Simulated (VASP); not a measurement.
# Sn3Se (I4mm) in VASP: a series of runs

Runs on Sn3Se. Level: PBE. Tasks: single point.

Program: VASP 6.6.1. These are calculated values, not measurements. Logs are shortened: lines on timing, memory, paths and dates and some standing lists are left out, and cuts for length are marked.

### Step 1. The cell of the first run

Symmetry: I4mm, No. 107, tetragonal system. Conventional cell: a = 5.272 Å, b = 5.272 Å, c = 7.456 Å, α = 90.00°, β = 90.00°, γ = 90.00°. Sn (site symmetry 2mm) has 10 Sn at 3.17 to 3.73 Å and 4 Se at 3.23 Å within 4.2 Å. Sn (site symmetry 4mm) has 8 Sn at 3.17 to 3.29 Å and 6 Se at 3.63 to 3.83 Å within 4.2 Å. Within 4.2 Å of Se (site symmetry 4mm) lie 14 Sn at 3.23 to 3.83 Å.

### Step 2. Single point, PBE (atom 3 (Sn) moved -0.100 Å along Cartesian [0 0 1])

Contents of INCAR:

```
PREC = Accurate ; ENCUT = 520
EDIFF = 1E-6 ; ISMEAR = 0
SIGMA = 0.15 ; LREAL = F
LASPH = T ; NELM = 80
ALGO = Normal ; ISIF = 2
LWAVE = F ; LCHARG = T
GGA = PE ; LELF = T
LVHAR = T ; NBANDS = 32
```

Contents of KPOINTS:

```
regular mesh
0
Gamma
  12 12 12
```

Contents of POSCAR:

```
Sn3Se
1.0
    0.0000000000      3.7279542406      3.7279542406
    3.7279542406      0.0000000000      3.7279542406
    3.7279542406      3.7279542406      0.0000000000
Sn Se
3 1
Direct
    0.2500000000      0.2500000000      0.2500000000
    0.7500000000      0.7500000000      0.7500000000
    0.4865878182      0.4865878182      0.5134121818
    0.0000000000      0.0000000000      0.0000000000
```

Potentials or basis: VASP PAW PBE potentials, release 64 (Sn_d, Se).

The run is started by

```console
$ cat potpaw_PBE.64/Sn_d/POTCAR potpaw_PBE.64/Se/POTCAR > POTCAR
$ mpirun -np 1 vasp_std > vasp.out
```

OUTCAR:

```text
PREC = Accurate
   ENCUT = 520
   EDIFF = 1E-6
   ISMEAR = 0
   LREAL = F
   LASPH = T
   NELM = 80
   ISIF = 2
   GGA = PE

 ion  position               nearest neighbor table
   1  0.250  0.250  0.250-   3 3.17   3 3.17   4 3.23   4 3.23   4 3.23   4 3.23   3 3.29   3 3.29
                             2 3.73   2 3.73   2 3.73   2 3.73   2 3.73   2 3.73
   2  0.750  0.750  0.750-   3 3.17   3 3.17   4 3.23   4 3.23   4 3.23   4 3.23   3 3.29   3 3.29
                             1 3.73   1 3.73   1 3.73   1 3.73   1 3.73   1 3.73
   3  0.487  0.487  0.513-   1 3.17   1 3.17   2 3.17   2 3.17   2 3.29   2 3.29   1 3.29   1 3.29

   4  0.000  0.000  0.000-   2 3.23   2 3.23   2 3.23   1 3.23   2 3.23   1 3.23   1 3.23   1 3.23

  LATTYP: Found a face centered cubic cell.
 ALAT       =     7.4559084812

  Lattice vectors:

 A1 = (   0.0000000000,   3.7279542406,   3.7279542406)
 A2 = (   3.7279542406,   0.0000000000,   3.7279542406)
 A3 = (   3.7279542406,   3.7279542406,   0.0000000000)

Analysis of symmetry for initial positions (statically):
=====================================================================
 Subroutine PRICEL returns:
 Original cell was already a primitive cell.

 Routine SETGRP: Setting up the symmetry group for a
 face centered cubic supercell.

 Subroutine GETGRP returns: Found  8 space group operations
 (whereof  8 operations were pure point group operations)
 out of a pool of 48 trial point group operations.

The static configuration has the point symmetry C_4v.

Analysis of symmetry for dynamics (positions and initial velocities):
=====================================================================
 Subroutine PRICEL returns:
 Original cell was already a primitive cell.

 Routine SETGRP: Setting up the symmetry group for a
 face centered cubic supercell.

 Subroutine GETGRP returns: Found  8 space group operations
 (whereof  8 operations were pure point group operations)
 out of a pool of 48 trial point group operations.

The dynamic configuration has the point symmetry C_4v.

 Subroutine INISYM returns: Found  8 space group operations
 (whereof  8 operations are pure point group operations),
 and found     1 'primitive' translations

----------------------------------------------------------------------------------------

                                     Primitive cell

  volume of cell :     103.6196

  direct lattice vectors                    reciprocal lattice vectors
     0.000000000  3.727954241  3.727954241    -0.134121818  0.134121818  0.134121818
     3.727954241  0.000000000  3.727954241     0.134121818 -0.134121818  0.134121818
     3.727954241  3.727954241  0.000000000     0.134121818  0.134121818 -0.134121818

  length of vectors
     5.272123447  5.272123447  5.272123447     0.232305803  0.232305803  0.232305803

  position of ions in fractional coordinates (direct lattice)
     0.250000000  0.250000000  0.250000000
     0.750000000  0.750000000  0.750000000
     0.486587818  0.486587818  0.513412182
     0.000000000  0.000000000  0.000000000

  ion indices of the primitive-cell ions
   primitive index   ion index
                 1           1
                 2           2
                 3           3
                 4           4

----------------------------------------------------------------------------------------

 KPOINTS: regular mesh

Automatic generation of k-mesh.
 Grid dimensions read from file:
 generate k-points for:   12   12   12

 Generating k-lattice:

  Cartesian coordinates                     Fractional coordinates (reciprocal lattice)
    -0.011176818  0.011176818  0.011176818     0.083333333  0.000000000  0.000000000
     0.011176818 -0.011176818  0.011176818     0.000000000  0.083333333  0.000000000
     0.011176818  0.011176818 -0.011176818     0.000000000  0.000000000  0.083333333

  Length of vectors
     0.019358817  0.019358817  0.019358817

  Shift w.r.t. Gamma in fractional coordinates (k-lattice)
     0.000000000  0.000000000  0.000000000

 Subroutine IBZKPT returns following result:
 ===========================================

 Found    163 irreducible k-points:

 Following reciprocal coordinates:
            Coordinates               Weight
  0.000000  0.000000  0.000000      1.000000
  0.083333  0.000000  0.000000      8.000000
  0.166667  0.000000  0.000000      8.000000
  0.250000  0.000000  0.000000      8.000000
  0.333333  0.000000  0.000000      8.000000
  0.416667  0.000000  0.000000      8.000000
[... 16 lines left out ...]
  0.000000 -0.333333  0.083333     16.000000
 -0.250000  0.083333  0.000000      8.000000
 [... further k-points ...]
   k-points           NKPTS =    163   k-points in BZ     NKDIM =    163   number of bands    NBANDS=     32
   number of dos      NEDOS =    301   number of ions     NIONS =      4
   total plane-waves  NPLWV =  64000
   dimension x,y,z NGX =    40 NGY =   40 NGZ =   40
   dimension x,y,z NGXF=    80 NGYF=   80 NGZF=   80
   ions per type =               3   1
   NGX,Y,Z   is equivalent  to a cutoff of  12.61, 12.61, 12.61 a.u.
   NGXF,Y,Z  is equivalent  to a cutoff of  25.23, 25.23, 25.23 a.u.
 SYSTEM =  unknown system
   PREC   = accura    normal or accurate (medium, high low for compatibility)
   ISTART =      0    job   : 0-new  1-cont  2-samecut
   ICHARG =      2    charge: 1-file 2-atom 10-const
   ISPIN  =      1    spin polarized calculation?
   LNONCOLLINEAR =      F non collinear calculations
   LSORBIT =      F    spin-orbit coupling
   LASPH  =      T    aspherical Exc in radial PAW
   ENCUT  =  520.0 eV  38.22 Ry    6.18 a.u.   9.80  9.80  9.80*2*pi/ulx,y,z
   NELM   =     80;   NELMIN=  2; NELMDL= -5     # of ELM steps
   EDIFF  = 0.1E-05   stopping-criterion for ELM
   LREAL  =      F    real-space projection
   EDIFFG = 0.1E-04   stopping-criterion for IOM
   NSW    =      0    number of steps for IOM
   IBRION =     -1    ionic relax: 0-MD 1-quasi-New 2-CG
   NFREE  =      0    steps in history (QN), initial steepest desc. (CG)
   ISIF   =      2    stress and relaxation
   ISYM   =      2    0-nonsym 1-usesym 2-fastsym
   POTIM  = 0.5000    time-step for ionic-motion
   TEBEG  =    0.0;   TEEND  =   0.0 temperature during run
   PSTRESS=    0.0 pullay stress
   NELECT =      48.0000    total number of electrons
   NUPDOWN=      -1.0000    fix difference up-down
   EMIN   =  10.00;   EMAX   =-10.00  energy-range for DOS
   EFERMI =   0.00;   METHOD = LEGACY
   ISMEAR =     0;   SIGMA  =   0.15  broadening in eV -4-tet -1-fermi 0-gaus
   EFERMI_NEDOS =   21; number of points for ismear=-14 and -15
   IALGO  =     38    algorithm
   IMIX   =      4    mixing-type and parameters
     AMIX     =   0.40;   BMIX     =  1.00
     AMIX_MAG =   1.60;   BMIX_MAG =  1.00
  volume/ion in A,a.u.               =      25.90       174.81
  Fermi-wavevector in a.u.,A,eV,Ry     =   1.266703  2.393721 21.831032  1.604536
  Thomas-Fermi vector in A             =   2.399889
   LORBIT       =      0    0 simple, 1 ext, 2 COOP (PROOUT), +10 PAW based schemes
   GGA     = PE    functional components
   LHFCALC =     F    Hartree Fock is set to
   AEXX    =    0.0000 exact exchange contribution
   IVDW    =     0    specifies the selected vdW correction
   LEPSILON=     F    determine dielectric tensor
   LRPA    =     F    only Hartree local field effects (RPA)
 non-spin polarized calculation
 Gauss-broadening in eV      SIGMA  =   0.15
  energy-cutoff  :      520.00
  volume of cell :      103.62
 maximum number of plane-waves:      2808
   NGX = 19   NGY = 19   NGZ = 19

 number of electron      48.0000024 magnetization

 Free energy of the ion-electron system (eV)
  ---------------------------------------------------
  ext. energy  EPLUGINS =         0.00000000
  ---------------------------------------------------
  free energy    TOTEN  =       -14.89324558 eV

  energy without entropy =      -14.86298696  energy(sigma->0) =      -14.87811627

 E-fermi :   7.2494     XC(G=0): -10.3098

 val. band max:        7.2456044220   @ k =  -0.3333   0.2500   0.0833
 cond. band min:       7.2583489639   @ k =   0.2500   0.0833  -0.4167
 fundamental gap:      0.0127445419
 Fermi energy:         7.2494330333

 k-point     1 :       0.0000    0.0000    0.0000
  band No.  band energies     occupation
      1     -14.3334      2.00000
      2     -14.3332      2.00000
      3     -14.2994      2.00000
      4     -14.2994      2.00000
      5     -14.2988      2.00000
      6     -14.2934      2.00000
[... 24 lines left out ...]
     31      13.8662      0.00000
     32      13.8741      0.00000

 k-point     2 :       0.0833    0.0000    0.0000
  band No.  band energies     occupation
      1     -14.3314      2.00000
      2     -14.3312      2.00000
      3     -14.3062      2.00000
      4     -14.3017      2.00000
      5     -14.3014      2.00000
      6     -14.2905      2.00000
[... 24 lines left out ...]
     31      13.4252      0.00000
     32      13.7948      0.00000

 k-point     3 :       0.1667    0.0000    0.0000
  band No.  band energies     occupation
      1     -14.3258      2.00000
      2     -14.3256      2.00000
      3     -14.3127      2.00000
      4     -14.3061      2.00000
      5     -14.3059      2.00000
      6     -14.2871      2.00000
[... 24 lines left out ...]
     31      12.4363      0.00000
     32      13.5503      0.00000

 k-point     4 :       0.2500    0.0000    0.0000
  band No.  band energies     occupation
      1     -14.3170      2.00000
      2     -14.3170      2.00000
      3     -14.3155      2.00000
      4     -14.3105      2.00000
      5     -14.3102      2.00000
      6     -14.2841      2.00000
[... 24 lines left out ...]
     31      12.5426      0.00000
     32      13.3945      0.00000

 k-point     5 :       0.3333    0.0000    0.0000
  band No.  band energies     occupation
      1     -14.3167      2.00000
      2     -14.3146      2.00000
      3     -14.3114      2.00000
      4     -14.3057      2.00000
      5     -14.3054      2.00000
      6     -14.2819      2.00000
[... 584 lines left out ...]
     31      12.8548      0.00000
     32      15.4025      0.00000

 k-point    22 :      -0.3333    0.0833    0.0000
  band No.  band energies     occupation
      1     -14.3209      2.00000
      2     -14.3129      2.00000
      3     -14.3088      2.00000
      4     -14.3060      2.00000
      5     -14.2954      2.00000
      6     -14.2848      2.00000
[... 24 lines left out ...]
     31      12.1947      0.00000
     32      14.2807      0.00000

 k-point    23 :       0.0000   -0.3333    0.0833
  band No.  band energies     occupation
      1     -14.3201      2.00000
      2     -14.3142      2.00000
      3     -14.3081      2.00000
      4     -14.3061      2.00000
      5     -14.2959      2.00000
      6     -14.2847      2.00000
[... 24 lines left out ...]
     31      12.1924      0.00000
     32      14.2684      0.00000

 k-point    24 :      -0.2500    0.0833    0.0000
  band No.  band energies     occupation
      1     -14.3203      2.00000
      2     -14.3164      2.00000
      3     -14.3105      2.00000
      4     -14.3095      2.00000
      5     -14.3058      2.00000
      6     -14.2883      2.00000
[... 24 lines left out ...]
     31      12.7664      0.00000
     32      13.2889      0.00000

 [... further k-points ...]
[... 5 lines left out ...]
  --------------------------------------------------------------------------------------
  -------------------------------------------------------------------------------------
  Total        0.1669981      0.1669981      0.1011988      0.0000000     -0.0000000     -0.0000000
  in kB        2.5821432      2.5821432      1.5647470      0.0000000     -0.0000000     -0.0000000
  external PRESSURE =       2.2430111 kB  Pullay stress =       0.0000000 kB

 VOLUME and BASIS-vectors are now :
 -----------------------------------------------------------------------------
  energy-cutoff  :      520.00
  volume of cell :      103.62
      direct lattice vectors                 reciprocal lattice vectors
     0.000000000  3.727954241  3.727954241    -0.134121818  0.134121818  0.134121818
     3.727954241  0.000000000  3.727954241     0.134121818 -0.134121818  0.134121818
     3.727954241  3.727954241  0.000000000     0.134121818  0.134121818 -0.134121818

 POSITION                                       TOTAL-FORCE (eV/Angst)
 -----------------------------------------------------------------------------------
      1.86398      1.86398      1.86398         0.000000      0.000000     -0.063946
      5.59193      5.59193      5.59193         0.000000      0.000000     -0.063946
      3.72795      3.72795      3.62795         0.000000      0.000000      0.248439
      0.00000      0.00000      0.00000         0.000000      0.000000     -0.120548
 -----------------------------------------------------------------------------------
    total drift:                                0.000000      0.000000      0.000364

  FREE ENERGIE OF THE ION-ELECTRON SYSTEM (eV)
  ---------------------------------------------------
  free  energy   TOTEN  =       -14.8932455825 eV

  energy  without entropy=      -14.8629869627  energy(sigma->0) =      -14.87811627
```

Run time: 4 min. Hardware: 1 thread of Intel Xeon 6975P-C (Granite Rapids), shared host; peak memory 0.55 GiB.

What came out:

- Free energy: -14.8932 eV
- Pressure: 0.2 GPa
- Largest force: 0.248 eV/Å
- Band gap on the k mesh: zero (bands 24 and 25 overlap by 2.15 eV)

Forces on the atoms (eV/Å):
```
Sn   0.000  0.000 -0.064
Sn   0.000  0.000 -0.064
Sn   0.000  0.000  0.248
Se   0.000  0.000 -0.121
```

Levels at points of the mesh, in eV from the Fermi level:
```tsv
k point	band 22	band 23	band 24	band 25	band 26	band 27
(0.00, 0.00, 0.00)	-2.79	-1.34	-1.34	-1.28	-0.53	-0.49
(0.50, 0.00, 0.00)	-2.15	-2.13	-0.85	0.39	2.11	2.12
(0.50, 0.50, 0.00)	-0.32	0.46	0.46	1.01	2.78	2.78
(0.00, 0.50, 0.50)	-0.32	0.47	0.47	1.01	2.72	2.77
```

Caveat: the cell differs from its parent crystal (atom 3 (Sn) moved -0.100 Å along Cartesian [0 0 1]); spin-orbit coupling is left out, which moves the levels of the heavy elements.

### Step 3. Single point, PBE (atom 3 (Sn) moved +0.067 Å along Cartesian [0 0 1])

Contents of INCAR:

```
PREC = Accurate
ENCUT = 520
EDIFF = 1E-7
ISMEAR = 0
SIGMA = 0.15
LREAL = False
LASPH = True
NELM = 100
ALGO = Normal
ISIF = 2
LWAVE = False
LCHARG = False
GGA = PE
NBANDS = 32
```

KPOINTS is that of step 2.

POSCAR, as its differences from that of step 2:

```diff
@@ -10,3 +10,3 @@
     0.7500000000      0.7500000000      0.7500000000
-    0.4865878182      0.4865878182      0.5134121818
+    0.5089459253      0.5089459253      0.4910540747
     0.0000000000      0.0000000000      0.0000000000
```

Potentials or basis: VASP PAW PBE potentials, release 64 (Sn_d, Se).

The run is started by

```console
$ cat potpaw_PBE.64/Sn_d/POTCAR potpaw_PBE.64/Se/POTCAR > POTCAR
$ mpirun -np 1 vasp_std > vasp.out
```

It took 3.6 min on 1 thread of Intel Xeon 6975P-C (Granite Rapids), shared host; peak memory 0.56 GiB.

It converged, with:

- Free energy: -14.9001 eV
- Pressure: 0.1 GPa
- Largest force: 0.166 eV/Å
- Band gap on the k mesh: zero (bands 24 and 25 overlap by 2.15 eV)

Forces on the atoms (eV/Å):
```
Sn   0.000  0.000  0.043
Sn   0.000  0.000  0.043
Sn   0.000  0.000 -0.166
Se   0.000  0.000  0.081
```

Levels at points of the mesh, in eV from the Fermi level:
| k point | band 20 | band 21 | band 22 | band 23 | band 24 | band 25 | band 26 | band 27 | band 28 | band 29 |
| --- | --- | --- | --- | --- | --- | --- | --- | --- | --- | --- |
| (0.00, 0.00, 0.00) | -2.86 | -2.86 | -2.81 | -1.31 | -1.31 | -1.28 | -0.54 | -0.52 | -0.52 | 4.10 |
| (0.50, 0.00, 0.00) | -3.37 | -3.36 | -2.15 | -2.14 | -0.85 | 0.39 | 2.12 | 2.12 | 3.54 | 3.55 |
| (0.50, 0.50, 0.00) | -4.81 | -4.81 | -0.32 | 0.46 | 0.46 | 1.01 | 2.78 | 2.78 | 3.28 | 4.15 |
| (0.00, 0.50, 0.50) | -4.80 | -4.80 | -0.32 | 0.47 | 0.47 | 1.01 | 2.75 | 2.78 | 3.31 | 4.15 |

Caveat: the cell differs from its parent crystal (atom 3 (Sn) moved +0.067 Å along Cartesian [0 0 1]); spin-orbit coupling is left out, which moves the levels of the heavy elements.

### Step 4. Single point, PBE (atom 3 (Sn) moved -0.033 Å along Cartesian [0 0 1])

Contents of INCAR:

```
SYSTEM = Sn3Se
PREC     = Accurate       ! precision mode
ENCUT    = 520            ! plane-wave cutoff, eV
EDIFF    = 1E-6           ! SCF threshold, eV
ISMEAR   = 0              ! smearing method
SIGMA    = 0.15           ! smearing width, eV
LREAL    = .False.        ! projectors in reciprocal space
LASPH    = .True.         ! aspherical terms in the spheres
NELM     = 60             ! most SCF steps
ALGO     = Normal         ! electronic algorithm
ISIF     = 2              ! what is computed and relaxed
LWAVE    = .False.        ! write WAVECAR
LCHARG   = .False.        ! write CHGCAR
GGA      = PE             ! functional
NBANDS   = 32             ! bands
```

Contents of KPOINTS:

```
Automatic mesh
0
Gamma
  12 12 12
  0 0 0
```

POSCAR, as its differences from that of step 3:

```diff
@@ -10,3 +10,3 @@
     0.7500000000      0.7500000000      0.7500000000
-    0.5089459253      0.5089459253      0.4910540747
+    0.4955337435      0.4955337435      0.5044662565
     0.0000000000      0.0000000000      0.0000000000
```

The run is started by

```console
$ cat potpaw_PBE.64/Sn_d/POTCAR potpaw_PBE.64/Se/POTCAR > POTCAR
$ mpirun -np 1 vasp_std > vasp.out
```

It took 3 min on 1 thread of Intel Xeon 6975P-C (Granite Rapids), shared host; peak memory 0.56 GiB.

Results (log left out):

- Free energy: -14.9043 eV
- Pressure: 0.1 GPa
- Largest force: 0.084 eV/Å
- Band gap on the k mesh: zero (bands 24 and 25 overlap by 2.15 eV)

Forces on the atoms (eV/Å):
```
Sn   0.000  0.000 -0.022
Sn   0.000  0.000 -0.022
Sn   0.000  0.000  0.084
Se   0.000  0.000 -0.040
```

Levels at points of the mesh, in eV from the Fermi level:
| k point | band 21 | band 22 | band 23 | band 24 | band 25 | band 26 | band 27 | band 28 |
| --- | --- | --- | --- | --- | --- | --- | --- | --- |
| (0.00, 0.00, 0.00) | -2.86 | -2.83 | -1.29 | -1.29 | -1.28 | -0.54 | -0.54 | -0.54 |
| (0.50, 0.00, 0.00) | -3.36 | -2.15 | -2.14 | -0.85 | 0.39 | 2.12 | 2.13 | 3.54 |
| (0.50, 0.50, 0.00) | -4.81 | -0.32 | 0.47 | 0.47 | 1.02 | 2.78 | 2.78 | 3.28 |
| (0.00, 0.50, 0.50) | -4.81 | -0.32 | 0.47 | 0.47 | 1.02 | 2.77 | 2.78 | 3.29 |

Caveat: the cell differs from its parent crystal (atom 3 (Sn) moved -0.033 Å along Cartesian [0 0 1]); spin-orbit coupling is left out, which moves the levels of the heavy elements.

### Step 5. Overview

```csv
cell,gap on the mesh (eV),pressure (GPa),largest force (eV/Å)
"as given, atomic positions A",none,0.2,0.25
"as given, atomic positions B",none,0.1,0.17
"as given, atomic positions C",none,0.1,0.08
```

Alike in all rows: task single point; level PBE; potentials or basis VASP PAW PBE potentials, release 64 (Sn_d, Se); no spin polarisation; k mesh 12 × 12 × 12; cutoff (eV) 520; smearing gaussian 0.15 eV.

Caveats: spin-orbit coupling is left out, which moves the levels of the heavy elements.

Total energies depend on the potentials used, so only differences within one code and one set of settings carry meaning.
